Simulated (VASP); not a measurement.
# Sr (Fd-3m) in VASP: single point with PBEsol

Aim: the single point of Sr with PBEsol.

Program: VASP 6.6.1. These are calculated values, not measurements. Logs are shortened: lines on timing, memory, paths and dates and some standing lists are left out, and cuts for length are marked.

## Step 1: The cell of the first run

Symmetry: Fd-3m, No. 227, cubic system. The conventional cell has a = 9.364 Å, b = 9.364 Å, c = 9.364 Å, α = 90.00°, β = 90.00°, γ = 90.00°. Sr (site symmetry -43m) has 4 Sr at 4.05 Å within 5.3 Å.

This isn't the form of Sr at room conditions, which is fcc.

## Step 2: Single point, PBEsol

Input file INCAR:

```
SYSTEM = Sr
ALGO     = Normal         ! electronic algorithm
EDIFF    = 1E-6           ! SCF threshold, eV
ENCUT    = 520            ! plane-wave cutoff, eV
GGA      = PS             ! functional
ISIF     = 2              ! what is computed and relaxed
ISMEAR   = -1             ! smearing method
LASPH    = .True.         ! aspherical terms in the spheres
LCHARG   = .False.        ! write CHGCAR
LREAL    = .False.        ! projectors in reciprocal space
LWAVE    = .False.        ! write WAVECAR
NBANDS   = 17             ! bands
NELM     = 80             ! most SCF steps
PREC     = Accurate       ! precision mode
SIGMA    = 0.1            ! smearing width, eV
```

Input file KPOINTS:

```
k-points
0
Gamma
  10 10 10
  0 0 0
```

Input file POSCAR:

```
Sr
1.0
    0.0000000000      4.6822172375      4.6822172375
    4.6822172375      0.0000000000      4.6822172375
    4.6822172375      4.6822172375      0.0000000000
Sr
2
Direct
    0.1250000000      0.1250000000      0.1250000000
    0.8750000000      0.8750000000      0.8750000000
```

Potentials or basis: VASP PAW PBE potentials, release 64 (Sr_sv).

Launch:

```sh
$ cat potpaw_PBE.64/Sr_sv/POTCAR > POTCAR
$ mpirun -np 1 vasp_std > vasp.out
```

OUTCAR:

```text
SYSTEM = Sr
   EDIFF = 1E-6
   ENCUT = 520
   GGA = PS
   ISIF = 2
   ISMEAR = -1
   LASPH = .True.
   LREAL = .False.
   NELM = 80
   PREC = Accurate

 ion  position               nearest neighbor table
   1  0.125  0.125  0.125-   2 4.05   2 4.05   2 4.05   2 4.05
   2  0.875  0.875  0.875-   1 4.05   1 4.05   1 4.05   1 4.05

  LATTYP: Found a face centered cubic cell.
 ALAT       =     9.3644344750

  Lattice vectors:

 A1 = (   0.0000000000,   4.6822172375,   4.6822172375)
 A2 = (   4.6822172375,   0.0000000000,   4.6822172375)
 A3 = (   4.6822172375,   4.6822172375,   0.0000000000)

Analysis of symmetry for initial positions (statically):
=====================================================================
 Subroutine PRICEL returns:
 Original cell was already a primitive cell.

 Routine SETGRP: Setting up the symmetry group for a
 face centered cubic supercell.

 Subroutine GETGRP returns: Found 48 space group operations
 (whereof 12 operations were pure point group operations)
 out of a pool of 48 trial point group operations.

The static configuration has the point symmetry D_3d.
 The point group associated with its full space group is O_h .

Analysis of symmetry for dynamics (positions and initial velocities):
=====================================================================
 Subroutine PRICEL returns:
 Original cell was already a primitive cell.

 Routine SETGRP: Setting up the symmetry group for a
 face centered cubic supercell.

 Subroutine GETGRP returns: Found 48 space group operations
 (whereof 12 operations were pure point group operations)
 out of a pool of 48 trial point group operations.

The dynamic configuration has the point symmetry D_3d.
 The point group associated with its full space group is O_h .

 Subroutine INISYM returns: Found 48 space group operations
 (whereof 12 operations are pure point group operations),
 and found     1 'primitive' translations

----------------------------------------------------------------------------------------

                                     Primitive cell

  volume of cell :     205.2980

  direct lattice vectors                    reciprocal lattice vectors
     0.000000000  4.682217237  4.682217237    -0.106787014  0.106787014  0.106787014
     4.682217237  0.000000000  4.682217237     0.106787014 -0.106787014  0.106787014
     4.682217237  4.682217237  0.000000000     0.106787014  0.106787014 -0.106787014

  length of vectors
     6.621655119  6.621655119  6.621655119     0.184960535  0.184960535  0.184960535

  position of ions in fractional coordinates (direct lattice)
     0.125000000  0.125000000  0.125000000
     0.875000000  0.875000000  0.875000000

  ion indices of the primitive-cell ions
   primitive index   ion index
                 1           1
                 2           2

----------------------------------------------------------------------------------------

 KPOINTS: k-points

Automatic generation of k-mesh.
 Grid dimensions read from file:
 generate k-points for:   10   10   10

 Generating k-lattice:

  Cartesian coordinates                     Fractional coordinates (reciprocal lattice)
    -0.010678701  0.010678701  0.010678701     0.100000000  0.000000000  0.000000000
     0.010678701 -0.010678701  0.010678701     0.000000000  0.100000000  0.000000000
     0.010678701  0.010678701 -0.010678701     0.000000000  0.000000000  0.100000000

  Length of vectors
     0.018496053  0.018496053  0.018496053

  Shift w.r.t. Gamma in fractional coordinates (k-lattice)
     0.000000000  0.000000000  0.000000000

 Subroutine IBZKPT returns following result:
 ===========================================

 Found     47 irreducible k-points:

 Following reciprocal coordinates:
            Coordinates               Weight
  0.000000  0.000000  0.000000      1.000000
  0.100000  0.000000  0.000000      8.000000
  0.200000  0.000000  0.000000      8.000000
  0.300000  0.000000  0.000000      8.000000
  0.400000  0.000000  0.000000      8.000000
  0.500000  0.000000  0.000000      4.000000
[... 16 lines left out ...]
  0.300000  0.300000  0.000000      6.000000
  0.400000  0.300000  0.000000     24.000000
 [... further k-points ...]
   k-points           NKPTS =     47   k-points in BZ     NKDIM =     47   number of bands    NBANDS=     17
   number of dos      NEDOS =    301   number of ions     NIONS =      2
   total plane-waves  NPLWV = 125000
   dimension x,y,z NGX =    50 NGY =   50 NGZ =   50
   dimension x,y,z NGXF=   100 NGYF=  100 NGZF=  100
   ions per type =               2
   NGX,Y,Z   is equivalent  to a cutoff of  12.55, 12.55, 12.55 a.u.
   NGXF,Y,Z  is equivalent  to a cutoff of  25.11, 25.11, 25.11 a.u.
 SYSTEM =  Sr
   PREC   = accura    normal or accurate (medium, high low for compatibility)
   ISTART =      0    job   : 0-new  1-cont  2-samecut
   ICHARG =      2    charge: 1-file 2-atom 10-const
   ISPIN  =      1    spin polarized calculation?
   LNONCOLLINEAR =      F non collinear calculations
   LSORBIT =      F    spin-orbit coupling
   LASPH  =      T    aspherical Exc in radial PAW
   ENCUT  =  520.0 eV  38.22 Ry    6.18 a.u.  12.31 12.31 12.31*2*pi/ulx,y,z
   NELM   =     80;   NELMIN=  2; NELMDL= -5     # of ELM steps
   EDIFF  = 0.1E-05   stopping-criterion for ELM
   LREAL  =      F    real-space projection
   EDIFFG = 0.1E-04   stopping-criterion for IOM
   NSW    =      0    number of steps for IOM
   IBRION =     -1    ionic relax: 0-MD 1-quasi-New 2-CG
   NFREE  =      0    steps in history (QN), initial steepest desc. (CG)
   ISIF   =      2    stress and relaxation
   ISYM   =      2    0-nonsym 1-usesym 2-fastsym
   POTIM  = 0.5000    time-step for ionic-motion
   TEBEG  =    0.0;   TEEND  =   0.0 temperature during run
   PSTRESS=    0.0 pullay stress
   NELECT =      20.0000    total number of electrons
   NUPDOWN=      -1.0000    fix difference up-down
   EMIN   =  10.00;   EMAX   =-10.00  energy-range for DOS
   EFERMI =   0.00;   METHOD = LEGACY
   ISMEAR =    -1;   SIGMA  =   0.10  broadening in eV -4-tet -1-fermi 0-gaus
   EFERMI_NEDOS =   21; number of points for ismear=-14 and -15
   IALGO  =     38    algorithm
   IMIX   =      4    mixing-type and parameters
     AMIX     =   0.40;   BMIX     =  1.00
     AMIX_MAG =   1.60;   BMIX_MAG =  1.00
  volume/ion in A,a.u.               =     102.65       692.71
  Fermi-wavevector in a.u.,A,eV,Ry     =   0.753280  1.423493  7.720370  0.567431
  Thomas-Fermi vector in A             =   1.850684
   LORBIT       =      0    0 simple, 1 ext, 2 COOP (PROOUT), +10 PAW based schemes
   GGA     = PS    functional components
   LHFCALC =     F    Hartree Fock is set to
   AEXX    =    0.0000 exact exchange contribution
   IVDW    =     0    specifies the selected vdW correction
   LEPSILON=     F    determine dielectric tensor
   LRPA    =     F    only Hartree local field effects (RPA)
 non-spin polarized calculation
  energy-cutoff  :      520.00
  volume of cell :      205.30
 maximum number of plane-waves:      5577
 NGX is ok and might be reduce to    50
   NGX = 25   NGY = 25   NGZ = 25

 number of electron      20.0000000 magnetization

 Free energy of the ion-electron system (eV)
  ---------------------------------------------------
  ext. energy  EPLUGINS =         0.00000000
  ---------------------------------------------------
  free energy    TOTEN  =        -1.66623829 eV

  energy without entropy =       -1.54905680  energy(sigma->0) =       -1.60764755

 E-fermi :  -0.2697     XC(G=0):  -5.5762

 val. band max:       -0.2722833002   @ k =  -0.4000   0.4000   0.1000
 cond. band min:      -0.2506494558   @ k =  -0.3000   0.5000   0.2000
 fundamental gap:      0.0216338443
 Fermi energy:        -0.2697312019

 k-point     1 :       0.0000    0.0000    0.0000
  band No.  band energies     occupation
      1     -37.7612      2.00000
      2     -37.7431      2.00000
      3     -19.7650      2.00000
      4     -19.7650      2.00000
      5     -19.7650      2.00000
      6     -19.6771      2.00000
[... 9 lines left out ...]
     16       1.1916      0.00000
     17       1.1916      0.00000

 k-point     2 :       0.1000    0.0000    0.0000
  band No.  band energies     occupation
      1     -37.7608      2.00000
      2     -37.7434      2.00000
      3     -19.7658      2.00000
      4     -19.7658      2.00000
      5     -19.7645      2.00000
      6     -19.6776      2.00000
[... 9 lines left out ...]
     16       1.1972      0.00000
     17       1.1972      0.00000

 k-point     3 :       0.2000    0.0000    0.0000
  band No.  band energies     occupation
      1     -37.7599      2.00000
      2     -37.7443      2.00000
      3     -19.7679      2.00000
      4     -19.7679      2.00000
      5     -19.7633      2.00000
      6     -19.6792      2.00000
[... 9 lines left out ...]
     16       1.2327      0.00000
     17       1.2327      0.00000

 k-point     4 :       0.3000    0.0000    0.0000
  band No.  band energies     occupation
      1     -37.7586      2.00000
      2     -37.7457      2.00000
      3     -19.7704      2.00000
      4     -19.7704      2.00000
      5     -19.7617      2.00000
      6     -19.6811      2.00000
[... 9 lines left out ...]
     16       1.3309      0.00000
     17       1.3309      0.00000
[... 343 lines left out ...]
      1     -37.7580      2.00000
      2     -37.7462      2.00000
      3     -19.7760      2.00000
      4     -19.7706      2.00000
      5     -19.7554      2.00000
      6     -19.6874      2.00000
[... 9 lines left out ...]
     16       1.2786      0.00000
     17       1.4633      0.00000

 k-point    23 :       0.3000    0.3000    0.0000
  band No.  band energies     occupation
      1     -37.7574      2.00000
      2     -37.7468      2.00000
      3     -19.7762      2.00000
      4     -19.7762      2.00000
      5     -19.7473      2.00000
      6     -19.6957      2.00000
[... 9 lines left out ...]
     16       1.1886      0.00000
     17       1.1886      0.00000

 k-point    24 :       0.4000    0.3000    0.0000
  band No.  band energies     occupation
      1     -37.7561      2.00000
      2     -37.7481      2.00000
      3     -19.7786      2.00000
      4     -19.7780      2.00000
      5     -19.7418      2.00000
      6     -19.7014      2.00000
[... 9 lines left out ...]
     16       1.2437      0.00000
     17       1.3681      0.00000

 [... further k-points ...]
[... 5 lines left out ...]
  --------------------------------------------------------------------------------------
  -------------------------------------------------------------------------------------
  Total       -0.0015882     -0.0015882     -0.0015882     -0.0000000      0.0000000     -0.0000000
  in kB       -0.0123944     -0.0123944     -0.0123944     -0.0000000      0.0000000     -0.0000000
  external PRESSURE =      -0.0123944 kB  Pullay stress =       0.0000000 kB

 VOLUME and BASIS-vectors are now :
 -----------------------------------------------------------------------------
  energy-cutoff  :      520.00
  volume of cell :      205.30
      direct lattice vectors                 reciprocal lattice vectors
     0.000000000  4.682217237  4.682217237    -0.106787014  0.106787014  0.106787014
     4.682217237  0.000000000  4.682217237     0.106787014 -0.106787014  0.106787014
     4.682217237  4.682217237  0.000000000     0.106787014  0.106787014 -0.106787014

 POSITION                                       TOTAL-FORCE (eV/Angst)
 -----------------------------------------------------------------------------------
      1.17055      1.17055      1.17055        -0.000000     -0.000000     -0.000000
      8.19388      8.19388      8.19388         0.000000      0.000000      0.000000
 -----------------------------------------------------------------------------------
    total drift:                                0.000000      0.000000     -0.000000

  FREE ENERGIE OF THE ION-ELECTRON SYSTEM (eV)
  ---------------------------------------------------
  free  energy   TOTEN  =        -1.6662382898 eV

  energy  without entropy=       -1.5490568018  energy(sigma->0) =       -1.60764755
```

Run time: 2 min. Hardware: 1 thread of Intel Xeon Platinum 8259CL at 2.50GHz (Skylake/Cascade Lake), shared host; peak memory 0.41 GiB.

What came out:

| Quantity | Value |
| --- | --- |
| Free energy | -1.6662 eV |
| Pressure | 0.0 GPa |
| Band gap on the k mesh | zero (bands 10 and 11 overlap by 0.79 eV) |

Levels at points of the mesh, in eV from the Fermi level:
```csv
k point,band 8,band 9,band 10,band 11,band 12,band 13
"(0.00, 0.00, 0.00)",-19.41,-2.72,0.70,0.70,0.70,0.89
"(0.50, 0.00, 0.00)",-19.40,-1.78,-0.72,0.68,0.73,0.73
"(0.50, 0.50, 0.00)",-19.39,-1.01,-1.01,0.17,0.17,0.88
```

Caveat: the PAW data sets were made with another functional, which shifts forces and pressure a little.

The gap in the log of VASP goes by the Fermi energy; the results here count the filled bands.